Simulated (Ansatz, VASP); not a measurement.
Sb2Au: VASP beside Ansatz

File INCAR:

```
PREC     = Accurate       # precision mode
ENCUT    = 520            # plane-wave cutoff, eV
EDIFF    = 1E-6           # SCF threshold, eV
ISMEAR   = 1              # smearing method
SIGMA    = 0.3            # smearing width, eV
LREAL    = False          # projectors in reciprocal space
LASPH    = True           # aspherical terms in the spheres
NELM     = 60             # most SCF steps
ALGO     = Normal         # electronic algorithm
ISIF     = 2              # what is computed and relaxed
LWAVE    = False          # write WAVECAR
LCHARG   = False          # write CHGCAR
NBANDS   = 18             # bands
```

The input KPOINTS:

```
regular mesh
0
Gamma
  6 6 6
```

File POSCAR:

```
Sb2Au
1.0
    0.0000000000      3.3280000000      3.3280000000
    3.3280000000      0.0000000000      3.3280000000
    3.3280000000      3.3280000000      0.0000000000
Sb Au
2 1
Direct
    0.2500000000      0.2500000000      0.2500000000
    0.7500000000      0.7500000000      0.7500000000
    0.0000000000      0.0000000000      0.0000000000
```

Input for Ansatz:

```yaml
crystal:
  lattice:
    - [0.0, 3.328, 3.328]
    - [3.328, 0.0, 3.328]
    - [3.328, 3.328, 0.0]
  atoms:
    - { symbol: Sb, position: [0.25, 0.25, 0.25] }
    - { symbol: Sb, position: [0.75, 0.75, 0.75] }
    - { symbol: Au, position: [0.0, 0.0, 0.0] }
basis:
  ecutwfc: 470.0
  ecutrho_ratio: 6
kpoints:
  mp_grid:
    grid: [6, 6, 6]
hamiltonian:
  xc: lda
scf:
  n_extra_bands: 16
  occupations:
    method: cold
    width: 0.3
output:
  stress: true
```

Alike in both runs: task single point; functional LDA; k mesh 6 × 6 × 6; no spin polarisation.

```csv
,VASP,Ansatz
version,VASP 6.6.1,Ansatz 0.2.0
potentials or method,"VASP PAW LDA potentials, release 64 (Sb, Au), cutoff 520 eV","plane waves, PAW"
occupations,"methfessel-paxton of order 1, width 0.3 eV","cold, width 0.3 eV"
valence electrons in the cell,21,49
```

VASP gave:

```
pressure (GPa) : 3.3
```

Question: Estimate Ansatz's values.

Answer: Pressure (GPa): 3.0.

LDA's correlation is that of Perdew and Zunger in VASP and of Perdew and Wang (1992) in Ansatz. VASP's potentials hold 21 valence electrons a cell and Ansatz's 49, so a difference there can come from the potentials and not from the codes.

Spin-orbit coupling is off throughout.
